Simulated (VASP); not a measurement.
# Rb (P6_3/mmc) in VASP: a series of runs, part 2 of 2

VASP 6.6.1. The steps go on from the part before.

### Step 4. Single point, LDA (volume scaled by 0.4)

The input, INCAR:

```
SYSTEM = Rb
ALGO = Normal
EDIFF = 1E-6
ENCUT = 520
GGA = CA
ISIF = 2
ISMEAR = -1
LASPH = .True.
LCHARG = .False.
LREAL = .False.
LWAVE = .False.
NBANDS = 16
NELM = 100
PREC = Accurate
SIGMA = 0.1
```

The input, KPOINTS:

```
k-points
0
Gamma
  9 9 5
  0 0 0
```

The input, POSCAR:

```
Rb
1.0
    3.5269666751      0.0000000000      0.0000000000
   -1.7634833375      3.0544427389      0.0000000000
    0.0000000000      0.0000000000      5.7974051090
Rb
2
Direct
    0.3333333333      0.6666666667      0.2500000000
    0.6666666667      0.3333333333      0.7500000000
```

Potentials or basis: VASP PAW LDA potentials, release 64 (Rb_sv).

On the command line:

```
$ cat potpaw_LDA.64/Rb_sv/POTCAR > POTCAR
$ mpirun -np 1 vasp_std > vasp.out
```

OUTCAR:

```text
SYSTEM = Rb
   EDIFF = 1E-6
   ENCUT = 520
   GGA = CA
   ISIF = 2
   ISMEAR = -1
   LASPH = .True.
   LREAL = .False.
   NELM = 100
   PREC = Accurate

 ion  position               nearest neighbor table
   1  0.333  0.667  0.250-   2 3.54   2 3.54   2 3.54   2 3.54   2 3.54   2 3.54   2 5.00   2 5.00
                             2 5.00   2 5.00   2 5.00   2 5.00
   2  0.667  0.333  0.750-   1 3.54   1 3.54   1 3.54   1 3.54   1 3.54   1 3.54   1 5.00   1 5.00
                             1 5.00   1 5.00   1 5.00   1 5.00

  LATTYP: Found a hexagonal cell.
 ALAT       =     3.5269666751
 C/A-ratio  =     1.6437368547

  Lattice vectors:

 A1 = (   3.5269666751,   0.0000000000,   0.0000000000)
 A2 = (  -1.7634833375,   3.0544427389,   0.0000000000)
 A3 = (   0.0000000000,   0.0000000000,   5.7974051090)

Analysis of symmetry for initial positions (statically):
=====================================================================
 Subroutine PRICEL returns:
 Original cell was already a primitive cell.

 Routine SETGRP: Setting up the symmetry group for a
 hexagonal supercell.

 Subroutine GETGRP returns: Found 24 space group operations
 (whereof 12 operations were pure point group operations)
 out of a pool of 24 trial point group operations.

The static configuration has the point symmetry D_3d.
 The point group associated with its full space group is D_6h.

Analysis of symmetry for dynamics (positions and initial velocities):
=====================================================================
 Subroutine PRICEL returns:
 Original cell was already a primitive cell.

 Routine SETGRP: Setting up the symmetry group for a
 hexagonal supercell.

 Subroutine GETGRP returns: Found 24 space group operations
 (whereof 12 operations were pure point group operations)
 out of a pool of 24 trial point group operations.

The dynamic configuration has the point symmetry D_3d.
 The point group associated with its full space group is D_6h.

 Subroutine INISYM returns: Found 24 space group operations
 (whereof 12 operations are pure point group operations),
 and found     1 'primitive' translations

----------------------------------------------------------------------------------------

                                     Primitive cell

  volume of cell :      62.4550

  direct lattice vectors                    reciprocal lattice vectors
     3.526966675  0.000000000  0.000000000     0.283529756  0.163695981  0.000000000
    -1.763483338  3.054442739  0.000000000     0.000000000  0.327391962  0.000000000
     0.000000000  0.000000000  5.797405109     0.000000000  0.000000000  0.172490965

  length of vectors
     3.526966675  3.526966675  5.797405109     0.327391962  0.327391962  0.172490965

  position of ions in fractional coordinates (direct lattice)
     0.333333333  0.666666667  0.250000000
     0.666666667  0.333333333  0.750000000

  ion indices of the primitive-cell ions
   primitive index   ion index
                 1           1
                 2           2

----------------------------------------------------------------------------------------

 KPOINTS: k-points

Automatic generation of k-mesh.
 Grid dimensions read from file:
 generate k-points for:    9    9    5

 Generating k-lattice:

  Cartesian coordinates                     Fractional coordinates (reciprocal lattice)
     0.031503306  0.018188442  0.000000000     0.111111111  0.000000000  0.000000000
     0.000000000  0.036376885  0.000000000     0.000000000  0.111111111  0.000000000
     0.000000000  0.000000000  0.034498193     0.000000000  0.000000000  0.200000000

  Length of vectors
     0.036376885  0.036376885  0.034498193

  Shift w.r.t. Gamma in fractional coordinates (k-lattice)
     0.000000000  0.000000000  0.000000000

 Subroutine IBZKPT returns following result:
 ===========================================

 Found     36 irreducible k-points:

 Following reciprocal coordinates:
            Coordinates               Weight
  0.000000  0.000000  0.000000      1.000000
  0.111111  0.000000  0.000000      6.000000
  0.222222  0.000000  0.000000      6.000000
  0.333333  0.000000  0.000000      6.000000
  0.444444  0.000000  0.000000      6.000000
  0.111111  0.111111  0.000000      6.000000
[... 16 lines left out ...]
  0.333333  0.222222  0.200000     24.000000
  0.333333  0.333333  0.200000      4.000000
 [... further k-points ...]
   k-points           NKPTS =     36   k-points in BZ     NKDIM =     36   number of bands    NBANDS=     16
   number of dos      NEDOS =    301   number of ions     NIONS =      2
   total plane-waves  NPLWV =  37632
   dimension x,y,z NGX =    28 NGY =   28 NGZ =   48
   dimension x,y,z NGXF=    56 NGYF=   56 NGZF=   96
   ions per type =               2
   NGX,Y,Z   is equivalent  to a cutoff of  13.20, 13.20, 13.76 a.u.
   NGXF,Y,Z  is equivalent  to a cutoff of  26.40, 26.40, 27.53 a.u.
 SYSTEM =  Rb
   PREC   = accura    normal or accurate (medium, high low for compatibility)
   ISTART =      0    job   : 0-new  1-cont  2-samecut
   ICHARG =      2    charge: 1-file 2-atom 10-const
   ISPIN  =      1    spin polarized calculation?
   LNONCOLLINEAR =      F non collinear calculations
   LSORBIT =      F    spin-orbit coupling
   LASPH  =      T    aspherical Exc in radial PAW
   ENCUT  =  520.0 eV  38.22 Ry    6.18 a.u.   6.56  6.56 10.78*2*pi/ulx,y,z
   NELM   =    100;   NELMIN=  2; NELMDL= -5     # of ELM steps
   EDIFF  = 0.1E-05   stopping-criterion for ELM
   LREAL  =      F    real-space projection
   EDIFFG = 0.1E-04   stopping-criterion for IOM
   NSW    =      0    number of steps for IOM
   IBRION =     -1    ionic relax: 0-MD 1-quasi-New 2-CG
   NFREE  =      0    steps in history (QN), initial steepest desc. (CG)
   ISIF   =      2    stress and relaxation
   ISYM   =      2    0-nonsym 1-usesym 2-fastsym
   POTIM  = 0.5000    time-step for ionic-motion
   TEBEG  =    0.0;   TEEND  =   0.0 temperature during run
   PSTRESS=    0.0 pullay stress
   NELECT =      18.0000    total number of electrons
   NUPDOWN=      -1.0000    fix difference up-down
   EMIN   =  10.00;   EMAX   =-10.00  energy-range for DOS
   EFERMI =   0.00;   METHOD = LEGACY
   ISMEAR =    -1;   SIGMA  =   0.10  broadening in eV -4-tet -1-fermi 0-gaus
   EFERMI_NEDOS =   21; number of points for ismear=-14 and -15
   IALGO  =     38    algorithm
   IMIX   =      4    mixing-type and parameters
     AMIX     =   0.40;   BMIX     =  1.00
     AMIX_MAG =   1.60;   BMIX_MAG =  1.00
  volume/ion in A,a.u.               =      31.23       210.73
  Fermi-wavevector in a.u.,A,eV,Ry     =   1.081376  2.043504 15.910296  1.169374
  Thomas-Fermi vector in A             =   2.217391
   LORBIT       =      0    0 simple, 1 ext, 2 COOP (PROOUT), +10 PAW based schemes
   GGA     = CA    functional components
   LHFCALC =     F    Hartree Fock is set to
   AEXX    =    0.0000 exact exchange contribution
   IVDW    =     0    specifies the selected vdW correction
   LEPSILON=     F    determine dielectric tensor
   LRPA    =     F    only Hartree local field effects (RPA)
 non-spin polarized calculation
  energy-cutoff  :      520.00
  volume of cell :       62.45
 maximum number of plane-waves:      1713
 NGX is ok and might be reduce to    28
   NGX = 13   NGY = 13   NGZ = 21

 number of electron      18.0000000 magnetization

 Free energy of the ion-electron system (eV)
  ---------------------------------------------------
  ext. energy  EPLUGINS =         0.00000000
  ---------------------------------------------------
  free energy    TOTEN  =        -0.02013572 eV

  energy without entropy =        0.06281784  energy(sigma->0) =        0.02134106

 E-fermi :   3.8401     XC(G=0):  -9.2133

 val. band max:        3.8277279459   @ k =   0.1111   0.1111   0.4000
 cond. band min:       3.8621728849   @ k =   0.3333   0.1111   0.0000
 fundamental gap:      0.0344449389
 Fermi energy:         3.8401146700

 k-point     1 :       0.0000    0.0000    0.0000
  band No.  band energies     occupation
      1     -25.4982      2.00000
      2     -25.1719      2.00000
      3     -10.6909      2.00000
      4      -8.8220      2.00000
      5      -8.8220      2.00000
      6      -8.6012      2.00000
[... 433 lines left out ...]
      3     -10.1364      2.00000
      4     -10.0598      2.00000
      5     -10.0598      2.00000
      6      -9.5962      2.00000
[... 8 lines left out ...]
     15       8.5157      0.00000
     16      10.8398      0.00000

 [... further k-points ...]

------------------------ aborting loop because EDIFF is reached ----------------------------------------

  FORCE on cell =-STRESS in cart. coord.  units (eV):
  Direction    XX          YY          ZZ          XY          YZ          ZX
  --------------------------------------------------------------------------------------
  -------------------------------------------------------------------------------------
  Total        4.9895930      4.9895930      5.0139084      0.0000000      0.0000000      0.0000000
  in kB      127.9996279    127.9996279    128.6234006      0.0000000      0.0000000      0.0000000
  external PRESSURE =     128.2075521 kB  Pullay stress =       0.0000000 kB

 VOLUME and BASIS-vectors are now :
 -----------------------------------------------------------------------------
  energy-cutoff  :      520.00
  volume of cell :       62.45
      direct lattice vectors                 reciprocal lattice vectors
     3.526966675  0.000000000  0.000000000     0.283529756  0.163695981  0.000000000
    -1.763483338  3.054442739  0.000000000     0.000000000  0.327391962  0.000000000
     0.000000000  0.000000000  5.797405109     0.000000000  0.000000000  0.172490965

 POSITION                                       TOTAL-FORCE (eV/Angst)
 -----------------------------------------------------------------------------------
     -0.00000      2.03630      1.44935        -0.000000     -0.000000     -0.000000
      1.76348      1.01815      4.34805         0.000000      0.000000      0.000000
 -----------------------------------------------------------------------------------
    total drift:                               -0.000000      0.000000     -0.000000

  FREE ENERGIE OF THE ION-ELECTRON SYSTEM (eV)
  ---------------------------------------------------
  free  energy   TOTEN  =        -0.0201357215 eV

  energy  without entropy=        0.0628178373  energy(sigma->0) =        0.02134106
```

OSZICAR:

```text
N       E                     dE             d eps       ncg     rms          rms(c)
DAV:   1     0.892988675127E+02    0.89299E+02   -0.84159E+03  1160   0.999E+02
DAV:   2     0.560144882531E+01   -0.83697E+02   -0.80722E+02  1624   0.199E+02
DAV:   3     0.123074607634E+00   -0.54784E+01   -0.54391E+01  1768   0.460E+01
DAV:   4    -0.826373476625E-01   -0.20571E+00   -0.20566E+00  1528   0.610E+00
DAV:   5    -0.867303179489E-01   -0.40930E-02   -0.40929E-02  1688   0.722E-01    0.493E+00
DAV:   6    -0.289551194480E-01    0.57775E-01   -0.62569E-02  1264   0.151E+00    0.312E+00
DAV:   7    -0.220607863810E-01    0.68943E-02   -0.97854E-02  1688   0.173E+00    0.538E-01
DAV:   8    -0.201509129611E-01    0.19099E-02   -0.12702E-02  1360   0.697E-01    0.428E-02
DAV:   9    -0.201371191181E-01    0.13794E-04   -0.71316E-04  1744   0.152E-01    0.284E-02
DAV:  10    -0.201360347703E-01    0.10843E-05   -0.23280E-05  1440   0.284E-02    0.114E-02
DAV:  11    -0.201357214535E-01    0.31332E-06   -0.14923E-06  1144   0.888E-03
   1 F= -.20135721E-01 E0= 0.21341058E-01  d E =-.829536E-01
```

stdout:

```text
POSCAR found type information on POSCAR Rb
 POSCAR found :  1 types and       2 ions
 scaLAPACK will be used
 LDA part: xc-table for (Slater(with rela. corr.)+CA(PZ))
 , standard interpolation
 POSCAR, INCAR and KPOINTS ok, starting setup
 FFT: planning ... GRIDC
 FFT: planning ... GRID_SOFT
 FFT: planning ... GRID
 WAVECAR not read
 entering main loop
```

Wall time 11 s (1 thread of Intel Xeon 6975P-C (Granite Rapids), shared host); peak memory 0.16 GiB.

Results:

```yaml
Free_energy: -0.0201 eV
Pressure: 12.8 GPa
Band_gap_on_the_k_mesh: zero (band 9 reaches 4.70 eV, above the bottom of band 10 at 2.94 eV)
```

Levels at points of the mesh, in eV from the Fermi level:
| k point | band 6 | band 7 | band 8 | band 9 | band 10 | band 11 | band 12 | band 13 |
| --- | --- | --- | --- | --- | --- | --- | --- | --- |
| (0.00, 0.00, 0.00) | -12.44 | -12.43 | -12.43 | -3.02 | -0.56 | 3.39 | 3.90 | 3.92 |
